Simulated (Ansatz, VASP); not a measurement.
**As: VASP beside Ansatz**

```
CELL_PARAMETERS angstrom
1.84558 1.06555 3.64154
-1.84558 1.06555 3.64154
0.00000 -2.13110 3.64154
ATOMIC_POSITIONS crystal
As 0.22443 0.22443 0.22443
As 0.77557 0.77557 0.77557
```

Change from the starting cell: volume scaled by 0.95, PAW files.

Alike in both runs: task electric field gradients; functional PBEsol; k mesh 12 × 12 × 12; occupations fermi-dirac, width 0.05 eV; no spin polarisation.

|  | VASP | Ansatz |
| --- | --- | --- |
| version | VASP 6.6.1 | Ansatz 0.2.0 |
| potentials or method | VASP PAW PBE potentials, release 64 (As) | PAW with Ansatz's default frozen-core files, scalar-relativistic |
| plane-wave cutoff (eV) | 520 | 420 |
| valence electrons in the cell | 10 | 30 |

|  | VASP | Ansatz | Ansatz less VASP |
| --- | --- | --- | --- |
| pressure (GPa) | 2.9 | 2.5 | -0.49 |
| traceless stress, the component that is largest in VASP (GPa) | -1.61 | -1.48 | +0.123 |
| rms of the force components (eV/Å) | 0.381 | 0.331 | -0.0497 |
| size of Vzz on the site where it differs most (V/Å²) | 51.5 | 55.4 | +3.90 |

VASP's potentials were made for PBE, not for PBEsol. Atom by atom the forces differ by 0.050 eV/Å (rms over components). With one functional, cell and mesh, what is left measures potentials, basis and numerics. VASP's potentials hold 10 valence electrons a cell and Ansatz's 30, so a difference there can come from the potentials and not from the codes.
